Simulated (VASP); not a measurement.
## Fe: single point with PBE

Crystal: Fe.

```
Fe
1.0
     2.43416    0.00000    0.00000
    -1.21708    2.10804    0.00000
     0.00000    0.00000    3.88035
Fe
2
Direct
  0.33333 0.66667 0.25000
  0.66667 0.33333 0.75000
```

This cell differs from its parent crystal: zz strain of +1 %.

| Item | Value |
| --- | --- |
| Program | VASP 6.6.1 |
| Task | single point |
| Functional | PBE |
| Potentials or basis | VASP PAW PBE potentials, release 64 (Fe) |
| Cutoff | 600 eV |
| k mesh | 17 × 17 × 10 |
| Occupations | fermi-dirac, width 0.08 eV |
| Spin | no spin polarisation |

```yaml
Pressure: 6.8 GPa
Band_gap_on_the_k_mesh: zero (bands 8 and 9 overlap by 1.91 eV)
```

Stress tensor (GPa, compression positive):
```
8.00 0.00 0.00
0.00 8.00 0.00
0.00 0.00 4.32
```

Levels at points of the mesh, in eV from the Fermi level:
```
           k point  band 4  band 5  band 6  band 7  band 8  band 9  band 10  band 11  band 12  band 13
(0.00, 0.00, 0.00)   -1.70   -1.63   -1.23   -1.23   -0.83   -0.83     0.44     0.73     0.73     8.89
(0.00, 0.00, 0.50)   -2.17   -1.81   -1.81   -1.81   -1.81    0.33     0.33     0.33     0.33    17.24
```

It took 32 s on 1 thread of AMD EPYC 9R45 96-Core Processor (Zen 5) (shared host), peak memory 0.15 GiB.

Caveat: the cell differs from its parent crystal (zz strain of +1 %); the cell stands under pressure; the run has no spin polarisation, though such a crystal can be magnetic. Spin polarisation is off, so any magnetic state and its effect on volume and gap are missing.
